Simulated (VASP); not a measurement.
# Hg (Pm-3m) in VASP: a series of runs

The runs below take Hg through single point, relaxation of cell and atoms, with PBE.

Program: VASP 6.6.1. These are calculated values, not measurements. Logs are shortened: lines on timing, memory, paths and dates and some standing lists are left out, and cuts for length are marked.

### Step 1. The cell of the first run

It takes space group Pm-3m (No. 221, cubic). The conventional cell has a = 4.745 Å, b = 4.745 Å, c = 4.745 Å, α = 90.00°, β = 90.00°, γ = 90.00°. Within 4.4 Å of Hg (site symmetry 4/mmm) lie 8 Hg at 3.36 Å.

### Step 2. Single point, PBE

Contents of INCAR:

```
PREC = Accurate
ENCUT = 520
EDIFF = 1E-7
ISMEAR = 0
SIGMA = 0.1
LREAL = F
LASPH = T
NELM = 100
ALGO = Normal
ISIF = 2
LWAVE = F
LCHARG = F
GGA = PE
NBANDS = 25
```

Contents of KPOINTS:

```
regular mesh
0
Gamma
  4 4 4
```

Contents of POSCAR:

```
Hg
1.0
    4.7447780000      0.0000000000      0.0000000000
    0.0000000000      4.7447780000      0.0000000000
    0.0000000000      0.0000000000      4.7447780000
Hg
3
Direct
    0.5000000000      0.0000000000      0.0000000000
    0.0000000000      0.5000000000      0.0000000000
    0.0000000000      0.0000000000      0.5000000000
```

Potentials or basis: VASP PAW PBE potentials, release 64 (Hg).

Started as:

```
cat potpaw_PBE.64/Hg/POTCAR > POTCAR
mpirun -np 1 vasp_std > vasp.out
```

OUTCAR:

```text
PREC = Accurate
   ENCUT = 520
   EDIFF = 1E-7
   ISMEAR = 0
   LREAL = F
   LASPH = T
   NELM = 100
   ISIF = 2
   GGA = PE

 ion  position               nearest neighbor table
   1  0.500  0.000  0.000-   2 3.36   3 3.36   3 3.36   2 3.36   2 3.36   3 3.36   3 3.36   2 3.36

   2  0.000  0.500  0.000-   1 3.36   3 3.36   3 3.36   1 3.36   3 3.36   3 3.36   1 3.36   1 3.36

   3  0.000  0.000  0.500-   1 3.36   2 3.36   1 3.36   2 3.36   2 3.36   2 3.36   1 3.36   1 3.36

  LATTYP: Found a simple cubic cell.
 ALAT       =     4.7447780000

  Lattice vectors:

 A1 = (   4.7447780000,   0.0000000000,   0.0000000000)
 A2 = (   0.0000000000,   4.7447780000,   0.0000000000)
 A3 = (   0.0000000000,   0.0000000000,   4.7447780000)

Analysis of symmetry for initial positions (statically):
=====================================================================
 Subroutine PRICEL returns:
 Original cell was already a primitive cell.

 Routine SETGRP: Setting up the symmetry group for a
 simple cubic supercell.

 Subroutine GETGRP returns: Found 48 space group operations
 (whereof 48 operations were pure point group operations)
 out of a pool of 48 trial point group operations.

The static configuration has the point symmetry O_h .

Analysis of symmetry for dynamics (positions and initial velocities):
=====================================================================
 Subroutine PRICEL returns:
 Original cell was already a primitive cell.

 Routine SETGRP: Setting up the symmetry group for a
 simple cubic supercell.

 Subroutine GETGRP returns: Found 48 space group operations
 (whereof 48 operations were pure point group operations)
 out of a pool of 48 trial point group operations.

The dynamic configuration has the point symmetry O_h .

 Subroutine INISYM returns: Found 48 space group operations
 (whereof 48 operations are pure point group operations),
 and found     1 'primitive' translations

----------------------------------------------------------------------------------------

                                     Primitive cell

  volume of cell :     106.8188

  direct lattice vectors                    reciprocal lattice vectors
     4.744778000  0.000000000  0.000000000     0.210758016  0.000000000  0.000000000
[... 69 lines left out ...]
   LSORBIT =      F    spin-orbit coupling
   LASPH  =      T    aspherical Exc in radial PAW
   ENCUT  =  520.0 eV  38.22 Ry    6.18 a.u.   8.82  8.82  8.82*2*pi/ulx,y,z
   NELM   =    100;   NELMIN=  2; NELMDL= -5     # of ELM steps
   EDIFF  = 0.1E-06   stopping-criterion for ELM
   LREAL  =      F    real-space projection
   EDIFFG = 0.1E-05   stopping-criterion for IOM
   NSW    =      0    number of steps for IOM
   IBRION =     -1    ionic relax: 0-MD 1-quasi-New 2-CG
   NFREE  =      0    steps in history (QN), initial steepest desc. (CG)
   ISIF   =      2    stress and relaxation
   ISYM   =      2    0-nonsym 1-usesym 2-fastsym
   POTIM  = 0.5000    time-step for ionic-motion
   TEBEG  =    0.0;   TEEND  =   0.0 temperature during run
   PSTRESS=    0.0 pullay stress
   NELECT =      36.0000    total number of electrons
   NUPDOWN=      -1.0000    fix difference up-down
   EMIN   =  10.00;   EMAX   =-10.00  energy-range for DOS
   EFERMI =   0.00;   METHOD = LEGACY
   ISMEAR =     0;   SIGMA  =   0.10  broadening in eV -4-tet -1-fermi 0-gaus
   EFERMI_NEDOS =   21; number of points for ismear=-14 and -15
   IALGO  =     38    algorithm
   IMIX   =      4    mixing-type and parameters
     AMIX     =   0.40;   BMIX     =  1.00
     AMIX_MAG =   1.60;   BMIX_MAG =  1.00
  volume/ion in A,a.u.               =      35.61       240.28
  Fermi-wavevector in a.u.,A,eV,Ry     =   1.139269  2.152907 17.659475  1.297935
  Thomas-Fermi vector in A             =   2.275973
   LORBIT       =      0    0 simple, 1 ext, 2 COOP (PROOUT), +10 PAW based schemes
   GGA     = PE    functional components
   LHFCALC =     F    Hartree Fock is set to
   AEXX    =    0.0000 exact exchange contribution
   IVDW    =     0    specifies the selected vdW correction
   LEPSILON=     F    determine dielectric tensor
   LRPA    =     F    only Hartree local field effects (RPA)
 non-spin polarized calculation
 Gauss-broadening in eV      SIGMA  =   0.10
  energy-cutoff  :      520.00
  volume of cell :      106.82
 maximum number of plane-waves:      2897
 NGX is ok and might be reduce to    36
   NGX = 17   NGY = 17   NGZ = 17

 number of electron      36.0000010 magnetization

 Free energy of the ion-electron system (eV)
  ---------------------------------------------------
  ext. energy  EPLUGINS =         0.00000000
  ---------------------------------------------------
  free energy    TOTEN  =        -0.44466643 eV

  energy without entropy =       -0.43626686  energy(sigma->0) =       -0.44046665

 E-fermi :   0.5382     XC(G=0):  -8.4989

 val. band max:        0.5374326047   @ k =   0.5000   0.0000   0.0000
 cond. band min:       0.5502137132   @ k =   0.5000   0.5000   0.0000
 fundamental gap:      0.0127811085
 Fermi energy:         0.5381563701

 k-point     1 :       0.0000    0.0000    0.0000
  band No.  band energies     occupation
      1      -7.0150      2.00000
      2      -6.5671      2.00000
      3      -6.5671      2.00000
      4      -6.5671      2.00000
      5      -6.3181      2.00000
      6      -6.3181      2.00000
[... 269 lines left out ...]
     24      11.9634      0.00000
     25      11.9634      0.00000

------------------------ aborting loop because EDIFF is reached ----------------------------------------

  FORCE on cell =-STRESS in cart. coord.  units (eV):
  Direction    XX          YY          ZZ          XY          YZ          ZX
  --------------------------------------------------------------------------------------
  -------------------------------------------------------------------------------------
  Total        0.2207127      0.2207127      0.2207127     -0.0000000      0.0000000      0.0000000
  in kB        3.3104736      3.3104736      3.3104736     -0.0000000      0.0000000      0.0000000
  external PRESSURE =       3.3104736 kB  Pullay stress =       0.0000000 kB

 VOLUME and BASIS-vectors are now :
 -----------------------------------------------------------------------------
  energy-cutoff  :      520.00
  volume of cell :      106.82
      direct lattice vectors                 reciprocal lattice vectors
     4.744778000  0.000000000  0.000000000     0.210758016  0.000000000  0.000000000
     0.000000000  4.744778000  0.000000000     0.000000000  0.210758016  0.000000000
     0.000000000  0.000000000  4.744778000     0.000000000  0.000000000  0.210758016

 POSITION                                       TOTAL-FORCE (eV/Angst)
 -----------------------------------------------------------------------------------
      2.37239      0.00000      0.00000         0.000000      0.000000      0.000000
      0.00000      2.37239      0.00000         0.000000      0.000000      0.000000
      0.00000      0.00000      2.37239         0.000000      0.000000      0.000000
 -----------------------------------------------------------------------------------
    total drift:                                0.000000      0.000000     -0.000000

  FREE ENERGIE OF THE ION-ELECTRON SYSTEM (eV)
  ---------------------------------------------------
  free  energy   TOTEN  =        -0.4446664346 eV

  energy  without entropy=       -0.4362668564  energy(sigma->0) =       -0.44046665
```

It took 9.5 s on 1 thread of Intel Xeon 6975P-C (Granite Rapids), shared host; peak memory 0.2 GiB.

Results:

- Free energy: -0.4447 eV
- Pressure: 0.3 GPa
- Band gap on the k mesh: zero (band 18 reaches 0.54 eV, above the bottom of band 19 at -0.55 eV)

Levels at points of the mesh, in eV from the Fermi level:
```
           k point  band 16  band 17  band 18  band 19  band 20  band 21
(0.00, 0.00, 0.00)    -5.68    -0.15    -0.15     1.16     1.16     1.16
(0.50, 0.00, 0.00)    -5.40    -4.43     0.00     2.79     2.79     4.53
(0.50, 0.50, 0.00)    -4.08    -3.15    -3.15     0.01     3.92     5.21
(0.50, 0.50, 0.50)    -2.09    -2.09    -2.09    -1.09     0.42     0.42
```

Caveat: spin-orbit coupling is left out, which moves the levels of the heavy elements.

### Step 3. Single point, PBE

Contents of INCAR:

```
SYSTEM = Hg
PREC = Accurate
ENCUT = 520
EDIFF = 1E-6
ISMEAR = 0
SIGMA = 0.1
LREAL = .False.
LASPH = .True.
NELM = 100
ALGO = Fast
ISIF = 2
LWAVE = .False.
LCHARG = .False.
GGA = PE
NBANDS = 25
```

Contents of KPOINTS:

```
Automatic mesh
0
Gamma
  10 10 10
  0 0 0
```

POSCAR is that of step 2.

Potentials or basis: VASP PAW PBE potentials, release 64 (Hg).

Started as:

```
cat potpaw_PBE.64/Hg/POTCAR > POTCAR
mpirun -np 1 vasp_std > vasp.out
```

OUTCAR:

```text
SYSTEM = Hg
   PREC = Accurate
   ENCUT = 520
   EDIFF = 1E-6
   ISMEAR = 0
   LREAL = .False.
   LASPH = .True.
   NELM = 100
   ISIF = 2
   GGA = PE

 ion  position               nearest neighbor table
   1  0.500  0.000  0.000-   2 3.36   3 3.36   3 3.36   2 3.36   2 3.36   3 3.36   3 3.36   2 3.36

   2  0.000  0.500  0.000-   1 3.36   3 3.36   3 3.36   1 3.36   3 3.36   3 3.36   1 3.36   1 3.36

   3  0.000  0.000  0.500-   1 3.36   2 3.36   1 3.36   2 3.36   2 3.36   2 3.36   1 3.36   1 3.36

  LATTYP: Found a simple cubic cell.
 ALAT       =     4.7447780000

[... 867 lines left out ...]
  FORCE on cell =-STRESS in cart. coord.  units (eV):
  Direction    XX          YY          ZZ          XY          YZ          ZX
  --------------------------------------------------------------------------------------
  -------------------------------------------------------------------------------------
  Total        0.0421752      0.0421752      0.0421752     -0.0000000     -0.0000000      0.0000000
  in kB        0.6325871      0.6325871      0.6325871     -0.0000000     -0.0000000      0.0000000
  external PRESSURE =       0.6325871 kB  Pullay stress =       0.0000000 kB

 VOLUME and BASIS-vectors are now :
 -----------------------------------------------------------------------------
  energy-cutoff  :      520.00
  volume of cell :      106.82
      direct lattice vectors                 reciprocal lattice vectors
     4.744778000  0.000000000  0.000000000     0.210758016  0.000000000  0.000000000
     0.000000000  4.744778000  0.000000000     0.000000000  0.210758016  0.000000000
     0.000000000  0.000000000  4.744778000     0.000000000  0.000000000  0.210758016

 POSITION                                       TOTAL-FORCE (eV/Angst)
 -----------------------------------------------------------------------------------
      2.37239      0.00000      0.00000         0.000000      0.000000      0.000000
      0.00000      2.37239      0.00000         0.000000      0.000000      0.000000
      0.00000      0.00000      2.37239         0.000000      0.000000      0.000000
 -----------------------------------------------------------------------------------
    total drift:                                0.000000      0.000000     -0.000000

  FREE ENERGIE OF THE ION-ELECTRON SYSTEM (eV)
  ---------------------------------------------------
  free  energy   TOTEN  =        -0.4735843952 eV

  energy  without entropy=       -0.4727924471  energy(sigma->0) =       -0.47318842
```

OSZICAR:

```text
N       E                     dE             d eps       ncg     rms          rms(c)
DAV:   1     0.269379203713E+03    0.26938E+03   -0.17459E+04  2800   0.131E+03
DAV:   2     0.843442074254E+01   -0.26094E+03   -0.24804E+03  2872   0.338E+02
DAV:   3    -0.471995060579E+00   -0.89064E+01   -0.88122E+01  3252   0.655E+01
DAV:   4    -0.504893484883E+00   -0.32898E-01   -0.32884E-01  3077   0.372E+00
DAV:   5    -0.504996781851E+00   -0.10330E-03   -0.10329E-03  3313   0.203E-01    0.274E+00
RMM:   6    -0.474076149289E+00    0.30921E-01   -0.87556E-02  2828   0.220E+00    0.220E+00
RMM:   7    -0.473148158760E+00    0.92799E-03   -0.20626E-02  2901   0.807E-01    0.103E+00
RMM:   8    -0.473531788302E+00   -0.38363E-03   -0.29423E-03  2958   0.557E-01    0.715E-02
RMM:   9    -0.473569420432E+00   -0.37632E-04   -0.46256E-04  3043   0.156E-01    0.379E-02
RMM:  10    -0.473584681754E+00   -0.15261E-04   -0.91720E-05  2990   0.932E-02    0.833E-03
RMM:  11    -0.473584395162E+00    0.28659E-06   -0.36689E-06  2311   0.137E-02
   1 F= -.47358440E+00 E0= -.47318842E+00  d E =-.791948E-03
```

It took 33 s on 1 thread of Intel Xeon 6975P-C (Granite Rapids), shared host; peak memory 0.27 GiB.

What came out:

```yaml
Free_energy: -0.4736 eV
Pressure: 0.1 GPa
Band_gap_on_the_k_mesh: zero (band 18 reaches 0.54 eV, above the bottom of band 19 at -0.53 eV)
```

Caveat: spin-orbit coupling is left out, which moves the levels of the heavy elements.

### Step 4. Relaxation of cell and atoms, PBE

Contents of INCAR:

```
ALGO = Fast
EDIFF = 1E-6
EDIFFG = -0.01
ENCUT = 600
GGA = PE
IBRION = 2
ISIF = 3
ISMEAR = 0
LASPH = T
LCHARG = F
LREAL = F
LWAVE = F
NELM = 80
NSW = 100
PREC = Accurate
SIGMA = 0.1
```

Contents of KPOINTS:

```
k-points
0
Gamma
  10 10 10
```

POSCAR is that of step 3.

Started as:

```
cat potpaw_PBE.64/Hg/POTCAR > POTCAR
mpirun -np 1 vasp_std > vasp.out
```

It took 1.8 min on 1 thread of Intel Xeon 6975P-C (Granite Rapids), shared host; peak memory 0.33 GiB.

Results (log left out):

* Free energy: -0.4740 eV
* Relaxed volume: 36.05 Å³/atom
* Relaxed cell: a = 4.765 Å, b = 4.765 Å, c = 4.765 Å, α = 90.00°, β = 90.00°, γ = 90.00°
* Space group after relaxing (to 0.05 Å): Pm-3m (No. 221)
* Energy gained by relaxing: 0.2 meV/atom
* Ionic steps: 3
* Pressure after relaxing: 0.0 GPa
* Band gap on the k mesh: zero (band 18 reaches 0.43 eV, above the bottom of band 19 at -0.55 eV)

Step by step:
```
step  energy change (eV)  largest force (eV/Å)  pressure (GPa)  volume (Å³)
   1              0.0000                0.0000            0.13       106.82
   2             -0.0003                0.0000            0.09       107.26
   3             -0.0006                0.0000            0.03       108.16
```

Final structure:
```
CELL_PARAMETERS angstrom
4.76458 0.00000 0.00000
0.00000 4.76458 0.00000
0.00000 0.00000 4.76458
ATOMIC_POSITIONS crystal
Hg 0.50000 0.00000 0.00000
Hg 0.00000 0.50000 0.00000
Hg 0.00000 0.00000 0.50000
```

Levels at points of the mesh, in eV from the Fermi level:
| k point | band 16 | band 17 | band 18 | band 19 | band 20 | band 21 |
| --- | --- | --- | --- | --- | --- | --- |
| (0.00, 0.00, 0.00) | -5.46 | 0.03 | 0.03 | 1.40 | 1.40 | 1.40 |
| (0.50, 0.00, 0.00) | -5.15 | -4.17 | 0.17 | 3.01 | 3.01 | 4.71 |
| (0.50, 0.50, 0.00) | -3.82 | -2.93 | -2.93 | 0.26 | 4.11 | 5.39 |
| (0.50, 0.50, 0.50) | -1.89 | -1.89 | -1.89 | -0.81 | 0.66 | 0.66 |

Caveat: spin-orbit coupling is left out, which moves the levels of the heavy elements.

### Step 5. Overview

```tsv
task	cell	k mesh	cutoff (eV)	gap on the mesh (eV)	pressure (GPa)
single point	as given	4 × 4 × 4	520	none	0.3
single point	as given	10 × 10 × 10	520	none	0.1
relaxation of cell and atoms	relaxed	10 × 10 × 10	600	none	0.0
```

Alike in all rows: level PBE; potentials or basis VASP PAW PBE potentials, release 64 (Hg); no spin polarisation; smearing gaussian 0.1 eV.

Caveats: spin-orbit coupling is left out, which moves the levels of the heavy elements.

Total energies depend on the potentials used, so only differences within one code and one set of settings carry meaning.
